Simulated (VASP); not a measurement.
The system is HoAuF4.

```
Ho Au F
1.0
     3.63473    0.00000    0.00000
     0.06007    4.25504    0.00000
     0.09721    2.02066    6.37097
Ho Au F
1 1 4
Direct
  0.00000 0.00000 0.50000
  0.00000 0.50000 0.00000
  0.50295 0.10070 0.30539
  0.49705 0.89930 0.69461
  0.00000 0.50000 0.50000
  0.00000 0.00000 0.00000
```

The cell was built from a structure type or drawn by symmetry, and may not be a known phase.

* Program: VASP 6.6.1
* Task: relaxation of cell and atoms
* Functional: PBE
* Potentials or basis: VASP PAW PBE potentials, release 64 (Ho_3, Au, F), 4f in core
* Cutoff: 600 eV
* k mesh: 6 × 4 × 4
* Occupations: gaussian, width 0.1 eV
* Spin: no spin polarisation

At the start: pressure 2.6 GPa; volume 16.42 Å³/atom.

Task: How do energy, volume and symmetry change on relaxing?

Result: Over 14 steps the energy falls by 39.5 meV/atom and the volume is 18.78 Å³/atom (+14.3 %); space group P-1 (No. 2, to 0.1 Å) before, P2/m (No. 10, to 0.1 Å).

The path:
| step | energy change (eV) | largest force (eV/Å) | pressure (GPa) | volume (Å³) |
| --- | --- | --- | --- | --- |
| 1 | 0.0000 | 0.1856 | 2.56 | 98.53 |
| 2 | -0.0511 | 0.2945 | -0.45 | 102.31 |
| 3 | -0.0521 | 0.3746 | -0.95 | 103.00 |
| 4 | -0.0996 | 0.4243 | -0.48 | 103.75 |
| 5 | -0.1630 | 0.5134 | 1.12 | 105.53 |
| 6 | -0.1936 | 0.4144 | 0.71 | 106.94 |
| 7 | -0.2112 | 0.2714 | 0.27 | 108.81 |
| 8 | -0.2115 | 0.2522 | 0.21 | 109.05 |
| 9 | -0.2192 | 0.1928 | 0.26 | 109.56 |
| 10 | -0.2325 | 0.0801 | 0.40 | 111.08 |
| 11 | -0.2334 | 0.1267 | 0.43 | 111.67 |
| 12 | -0.2359 | 0.0423 | -0.26 | 112.89 |
| 13 | -0.2359 | 0.0452 | -0.18 | 112.77 |
| 14 | -0.2370 | 0.0334 | -0.05 | 112.66 |

Final structure:
```
CELL_PARAMETERS angstrom
3.52609 -0.03292 -0.02153
0.01975 4.24164 -0.08476
0.04160 1.89954 7.49397
ATOMIC_POSITIONS crystal
Ho 0.00000 0.00000 0.50000
Au 0.00000 0.50000 0.00000
F 0.49968 0.08491 0.32633
F 0.50032 0.91509 0.67367
F 0.00000 0.50000 0.50000
F 0.00000 0.00000 0.00000
```

Caveat: a cell axis changed by over 15 % at a fixed basis, so the end point is rough.
